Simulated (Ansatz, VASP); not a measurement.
## Two plane-wave programs on ZnSeS

```
Zn Se S
1.0
     4.31616    0.00000    0.00000
    -2.15808    3.73790    0.00000
     0.00000    0.00000    4.69376
Zn Se S
1 1 1
Cartesian
  0.0000 0.0000 2.3469
  2.1581 1.2460 2.3469
  0.0000 0.0000 0.0000
```

Alike in both runs: task relaxation of cell and atoms; functional PBE; k mesh 12 × 12 × 10; occupations gaussian, width 0.1 eV; no spin polarisation.

|  | VASP | Ansatz |
| --- | --- | --- |
| version | VASP 6.6.1 | Ansatz 0.2.0 |
| potentials or method | VASP PAW PBE potentials, release 64 (Zn, Se, S), cutoff 600 eV | scalar-relativistic, plane waves, PAW |
| valence electrons in the cell | 24 | 34 |

```tsv
	VASP	Ansatz	Ansatz less VASP
gap on the k mesh at the Fermi level, each at its own relaxed structure (eV)	none	none	-
relaxed volume (Å³/atom)	25.39	25.31	-0.084
relaxed length of the cell vector where the two differ most in proportion (Å)	4.713	4.707	-0.0055
```

A gap of «none» marks a metal or a gap that the smearing closes. VASP's potentials hold 24 valence electrons a cell and Ansatz's 34, so a difference there can come from the potentials and not from the codes.
